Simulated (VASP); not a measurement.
Runs of VASP 6.6.1 on BeC. The structure is that of space group P6_3/mmc (No. 194), or close to it. The cells are those of the table. 

```csv
task,cell,k mesh,cutoff (eV),gap on the mesh (eV),pressure (GPa),relaxed volume (Å³/atom)
single point,"a = 3.179, b = 3.179, c = 3.715 Å, angles 90.0, 90.0, 120.0°, 4 atoms",9 × 9 × 4,520,none,0.3,-
relaxation of cell and atoms,"relaxed from a = 3.188, b = 3.188, c = 3.698 Å, angles 90.0, 90.0, 120.0°, 4 atoms",18 × 18 × 12,600,none,-0.1,(a)
single point,"a = 3.195, b = 3.195, c = 3.688 Å, angles 90.0, 90.0, 120.0°, 4 atoms",18 × 18 × 12,520,none,0.2,-
relaxation of cell and atoms,"relaxed from a = 3.179, b = 3.179, c = 3.715 Å, angles 90.0, 90.0, 120.0°, 4 atoms",6 × 6 × 6,600,none,0.1,8.13
single point,"a = 3.188, b = 3.188, c = 3.698 Å, angles 90.0, 90.0, 120.0°, 4 atoms",6 × 6 × 6,520,none,0.2,-
```

Alike in all rows: level PBE; potentials or basis VASP PAW PBE potentials, release 64 (Be, C); no spin polarisation; smearing gaussian 0.1 eV.

Q: Estimate the missing entries.

A: (a) 8.16.

Caveats: some runs use coarse meshes.

A gap of «none» marks levels without a gap at the run's occupations.
